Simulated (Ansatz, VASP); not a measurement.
## Two plane-wave programs on CdSe

```
Cd Se
1.0
     3.78915    0.00000    0.00000
     0.00000    4.27707    0.00000
     0.00000    0.00000    9.88224
Cd Se
3 3
Cartesian
  1.8946 2.1385 1.7595
  1.8946 2.1385 8.1227
  0.0000 0.0000 4.9411
  1.8946 0.0000 3.1816
  0.0000 2.1385 0.0000
  1.8946 0.0000 6.7006
```

Alike in both runs: task single point; functional PBE; k mesh 4 × 4 × 2; occupations gaussian, width 0.1 eV; no spin polarisation.

|  | VASP | Ansatz |
| --- | --- | --- |
| version | VASP 6.6.1 | Ansatz 0.2.0 |
| potentials or method | VASP PAW PBE potentials, release 64 (Cd, Se), cutoff 520 eV | scalar-relativistic, plane waves, PAW |
| valence electrons in the cell | 54 | 108 |

```csv
,VASP,Ansatz,Ansatz less VASP
gap on the k mesh at the Fermi level (eV),none,none,-
pressure (GPa),9.4,8.9,-0.49
"traceless stress, the component that is largest in VASP (GPa)",-4.07,-3.90,+0.171
rms of the force components (eV/Å),0.146,0.142,-0.0038
```

Atom by atom the forces differ by 0.006 eV/Å (rms over components). A gap of «none» marks a metal or a gap that the smearing closes. VASP's potentials hold 54 valence electrons a cell and Ansatz's 108, so a difference there can come from the potentials and not from the codes.

The k mesh is coarse, so the values compare programs but aren't converged.
